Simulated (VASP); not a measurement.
Write the native input for VASP 6.6.1 that does the following.

| Property | Result |
| --- | --- |
| Task | electric field gradients |
| Functional | PBE |
| Potentials or basis | VASP PAW PBE potentials, release 64 (Rb_sv, Br) |
| Cutoff | 520 eV |
| k mesh | 7 × 7 × 7 |
| Occupations | fermi-dirac, width 0.03 eV |
| Spin | no spin polarisation |
| Dipole correction | no |
| Further INCAR settings | ALGO = Normal; EDIFF = 1e-08; NBANDS = 15 |

The structure of RbBr lies in POSCAR:

```
RbBr
1.0
    0.0000000000      3.4044959512      3.4044959512
    3.4044959512      0.0000000000      3.4044959512
    3.4044959512      3.4044959512      0.0000000000
Rb Br
1 1
Direct
    0.0000000000      0.0000000000      0.0000000000
    0.5000000000      0.5000000000      0.5000000000
```

This cell differs from its parent crystal: volume scaled by 0.98.

One way to write it, as run:

INCAR

```
  PREC = Accurate
  ENCUT = 520
  EDIFF = 1E-8
  ISMEAR = -1
  SIGMA = 0.03
  LREAL = False
  LASPH = True
  NELM = 80
  ALGO = Normal
  ISIF = 2
  LWAVE = False
  LCHARG = False
  GGA = PE
  LEFG = True
  NBANDS = 15
```

KPOINTS

```
Automatic mesh
0
Gamma
  7 7 7
```

Potentials or basis: VASP PAW PBE potentials, release 64 (Rb_sv, Br).

Command:

```console
$ cat potpaw_PBE.64/Rb_sv/POTCAR potpaw_PBE.64/Br/POTCAR > POTCAR
$ mpirun -np 1 vasp_std > vasp.out
```

It gave:

The pressure is 1.4 GPa. The band gap on the k mesh is 4.41 eV, direct.

Caveat: without QUAD_EFG the Cq values of the log hold for a quadrupole moment of 1 mb, not for the nuclei.

Wall time 14 s on 1 thread of Intel(R) Xeon(R) Platinum 8488C (Sapphire Rapids), with other jobs on the host, peak memory 0.2 GiB.
